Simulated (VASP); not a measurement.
NbN: single point with PBE+U

NbN:

```
CELL_PARAMETERS angstrom
0.00000 2.19450 2.19450
4.38900 2.19450 2.19450
4.38900 4.38900 0.00000
ATOMIC_POSITIONS crystal
Nb 0.50000 0.50000 0.00000
Nb 0.50000 0.50000 0.50000
N 0.00000 0.00000 0.00000
N 0.00000 0.00000 0.50000
```

```
Program                : VASP 6.6.1
Task                   : single point
Functional             : PBE
Potentials or basis    : VASP PAW PBE potentials, release 64 (Nb_sv, N)
Cutoff                 : 600 eV
k mesh                 : 7 × 7 × 7
Occupations            : gaussian, width 0.05 eV
Spin                   : non-collinear spin, twin_end start
Starting moments       : [[0.04, -0.0, 0.03], [0.04, 0.0, 0.03], [0.01, -0.0, 0.01], [0.01, -0.0, 0.01]] μB
Hubbard terms          : Nb d U = 2.0 eV
Dipole correction      : no
Further INCAR settings : ALGO = Normal; EDIFF = 1e-06; NBANDS = 50
```

The pressure is 11.1 GPa and the band gap on the k mesh is zero (bands 36 and 37 overlap by 3.31 eV). The net moment is 0.00 μB per cell and the valence electrons inside the program's atomic spheres are Nb 10.50; N 3.76.

Stress tensor (GPa, compression positive):
```
10.67  0.00  0.00
 0.00 11.30  0.00
 0.00  0.00 11.30
```

Levels at points of the mesh, in eV from the Fermi level:
```csv
k point,band 33,band 34,band 35,band 36,band 37,band 38,band 39,band 40
"(0.00, 0.00, 0.00)",-3.41,-3.41,-1.94,-1.94,-1.94,-1.94,-1.94,-1.94
```

Moments on the atoms (μB; x, y, z):
```
Nb  0.00 0.00 0.00
Nb  0.00 0.00 0.00
N   0.00 0.00 0.00
N   0.00 0.00 0.00
```

Run time: 16 min on 1 thread of Intel(R) Xeon(R) 6975P-C (Granite Rapids), with other jobs on the host, peak memory 0.91 GiB.

Caveat: the cell stands under pressure. The state reached can hang on the start; a lower one may exist.
